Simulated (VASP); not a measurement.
Crystal: Sb.

```
Sb
1.0
     3.16000    0.00000    0.00000
     0.00000    3.16000    0.00000
     0.00000    0.00000    3.16000
Sb
1
Direct
  0.00000 0.00000 0.00000
```

This isn't the form of Sb at room conditions, which is rhombohedral.

Base run:

```yaml
Program: VASP 6.6.1
Functional: PBE
Potentials_or_basis: VASP PAW PBE potentials, release 64 (Sb)
Cutoff: 520 eV
k_mesh: 13 × 13 × 13
Occupations: fermi-dirac, width 0.05 eV
Spin: no spin polarisation
```

Its results: band gap on the k mesh zero (an odd number of electrons rules out a gap without spin polarisation); pressure -2.5 GPa.

Task: The run is repeated on the same cell with these changes: functional from PBE to LDA; potentials or basis from VASP PAW PBE potentials, release 64 (Sb) to VASP PAW LDA potentials, release 64 (Sb). What comes out?

Result: Band gap on the k mesh zero (an odd number of electrons rules out a gap without spin polarisation); pressure -5.8 GPa.

Caveats: spin-orbit coupling is left out, which moves the levels of the heavy elements; the cell stands under tension (at least some runs).
